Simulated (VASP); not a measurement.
Input of a VASP 6.6.1 run:

INCAR

```
SYSTEM = Al3BAs4
PREC = Accurate
ENCUT = 600
EDIFF = 1E-6
ISMEAR = 0
SIGMA = 0.1
LREAL = .False.
LASPH = .True.
NELM = 60
ALGO = Normal
ISIF = 3
LWAVE = .False.
LCHARG = .False.
GGA = PE
IBRION = 2
NSW = 90
EDIFFG = -0.04
```

File KPOINTS:

```
regular mesh
0
Gamma
  4 2 4
  0 0 0
```

The input POSCAR:

```
Al3BAs4
1.0
    3.7575467500      0.0000000000      0.0000000000
    0.0000000000      7.5150934900      0.0000000000
    0.0000000000      0.0000000000      5.3139735700
Al B As
3 1 4
Direct
    0.0000000000      0.0000000000      0.0000000000
    0.5000000000      0.7500000000      0.5000000000
    0.5000000000      0.2500000000      0.5000000000
    0.0000000000      0.5000000000      0.0000000000
    0.0000000000      0.2500000000      0.2500000000
    0.0000000000      0.7500000000      0.2500000000
    0.5000000000      0.0000000000      0.7500000000
    0.5000000000      0.5000000000      0.7500000000
```

Potentials or basis: VASP PAW PBE potentials, release 64 (Al, B, As).

The run is started by

```console
$ cat potpaw_PBE.64/Al/POTCAR potpaw_PBE.64/B/POTCAR potpaw_PBE.64/As/POTCAR > POTCAR
$ mpirun -np 1 vasp_std > vasp.out
```

Problem. Predict the relaxed cell.

Solution. a = 3.884 Å, b = 7.841 Å, c = 5.514 Å, α = 90.00°, β = 90.00°, γ = 90.00°.

Problem. What does it give for the space group after relaxing (to 0.1 Å)?

Solution. Pmm2 (No. 25).

Problem. Estimate the band gap on the k mesh.

Solution. 0.84 eV.

Final structure:
```
Al B As
1.0
     3.88400    0.00000    0.00000
     0.00000    7.84109    0.00000
     0.00000    0.00000    5.51392
Al B As
3 1 4
Direct
  0.00000 0.00000 0.99544
  0.50000 0.73212 0.50168
  0.50000 0.26788 0.50168
  0.00000 0.50000 0.01128
  0.00000 0.27731 0.22931
  0.00000 0.72269 0.22931
  0.50000 0.00000 0.72743
  0.50000 0.50000 0.80388
```

A k mesh can miss the band edges.
